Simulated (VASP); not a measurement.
MgZn5O6:

```
CELL_PARAMETERS angstrom
2.29297 -6.87890 0.00000
2.29297 6.87890 0.00000
0.00000 0.00000 4.58593
ATOMIC_POSITIONS crystal
Mg 0.00000 0.00000 0.00000
Zn 0.66667 0.33333 0.00000
Zn 0.33333 0.66667 0.00000
Zn 0.16667 0.83333 0.50000
Zn 0.50000 0.50000 0.50000
Zn 0.83333 0.16667 0.50000
O 0.00000 0.00000 0.50000
O 0.33333 0.66667 0.50000
O 0.66667 0.33333 0.50000
O 0.50000 0.50000 0.00000
O 0.83333 0.16667 0.00000
O 0.16667 0.83333 0.00000
```

| Quantity | Value |
| --- | --- |
| Program | VASP 6.6.1 |
| Task | relaxation of cell and atoms |
| Functional | PBE |
| Potentials or basis | VASP PAW PBE potentials, release 64 (Mg, Zn, O) |
| Cutoff | 600 eV |
| k mesh | 4 × 4 × 4 |
| Occupations | gaussian, width 0.1 eV |
| Spin | no spin polarisation |

At the start: pressure -19.6 GPa; volume 12.06 Å³/atom.

Question: How do energy, volume and symmetry change on relaxing?

Answer: Over 7 steps the energy falls by 141.7 meV/atom and the volume is 10.07 Å³/atom (-16.5 %); space group Cmmm (No. 65, to 0.05 Å).

The path:
```tsv
step	energy change (eV)	largest force (eV/Å)	pressure (GPa)	volume (Å³)
1	0.0000	0.1121	-19.55	144.67
2	-1.5726	0.2620	7.86	116.00
3	-1.6941	0.2169	0.10	121.08
4	-1.6935	0.2129	-0.51	121.53
5	-1.6971	0.1239	-0.52	121.50
6	-1.6992	0.0608	-0.46	121.46
7	-1.6999	0.0252	0.37	120.82
```

Final structure:
```xyz
12
Lattice="2.1597 -6.4765 0.0000 2.1597 6.4765 0.0000 0.0000 0.0000 4.3190" Properties=species:S:1:pos:R:3 pbc="T T T"
Mg    0.0000    0.0000    0.0000
Zn    2.1597   -2.1689    0.0000
Zn    2.1597    2.1689    4.3190
Zn    2.1597    4.3184    2.1595
Zn    2.1597    0.0000    2.1595
Zn    2.1597   -4.3184    2.1595
O     0.0000    0.0000    2.1595
O     2.1597    2.1658    2.1595
O     2.1597   -2.1658    2.1595
O     2.1597    0.0000    0.0000
O     2.1597   -4.3462    0.0000
O     2.1597    4.3462    4.3190
```

Caveat: the volume moved by over 15 % at a fixed basis, so the end points are rough.
